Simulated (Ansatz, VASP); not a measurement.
## Two plane-wave programs on CoMo

Contents of INCAR:

```
PREC = Accurate
ENCUT = 520
EDIFF = 1E-7
ISMEAR = -1
SIGMA = 0.05
LREAL = False
LASPH = True
NELM = 60
ALGO = Normal
ISIF = 2
LWAVE = False
LCHARG = False
GGA = CA
NBANDS = 18
```

Contents of KPOINTS:

```
Automatic mesh
0
Gamma
  14 14 8
```

File POSCAR:

```
CoMo
1.0
    2.5528196062      0.0000000000      0.0000000000
   -1.2764098031      2.2108066302      0.0000000000
    0.0000000000      0.0000000000      3.9630084479
Co Mo
1 1
Direct
    0.6666666667      0.3333333333      0.5000000000
    0.3333333333      0.6666666667      0.0000000000
```

Input for Ansatz:

```yaml
crystal:
  lattice:
    - [2.5528196062, 0.0, 0.0]
    - [-1.2764098031, 2.2108066302, 0.0]
    - [0.0, 0.0, 3.9630084479]
  atoms:
    - { symbol: Co, position: [0.6666666667, 0.3333333333, 0.5] }
    - { symbol: Mo, position: [0.3333333333, 0.6666666667, 0.0] }
kpoints:
  mp_grid: { grid: [14, 14, 8] }
scf:
  occupations: { method: fermi_dirac, width: 0.05 }
hamiltonian:
  xc: lda
  pseudopotentials: { kind: paw }
output:
  forces: true
  stress: true
  eigenvalues: true
```

Change from the starting cell: volume scaled by 0.85, no spin polarisation, PAW files.

Alike in both runs: task single point; functional LDA; k mesh 14 × 14 × 8; occupations fermi-dirac, width 0.05 eV; no spin polarisation.

```csv
,VASP,Ansatz
version,VASP 6.6.1,Ansatz 0.2.0
potentials or method,"VASP PAW LDA potentials, release 64 (Co, Mo_sv)","PAW with Ansatz's default frozen-core files, scalar-relativistic"
plane-wave cutoff (eV),520,420
valence electrons in the cell,23,31
```

Ansatz gave:

| Property | Result |
| --- | --- |
| pressure (GPa) | 38.4 |
| traceless stress, the component that is largest in VASP (GPa) | 1.24 |

Problem. Estimate VASP's values.

Solution. Pressure (GPa): 39.3; traceless stress, the component that is largest in VASP (GPa): 0.56.

LDA's correlation is that of Perdew and Zunger in VASP and of Perdew and Wang (1992) in Ansatz. Both programs put the cell under a high pressure, so it lies far from rest at this level. VASP's potentials hold 23 valence electrons a cell and Ansatz's 31, so a difference there can come from the potentials and not from the codes.
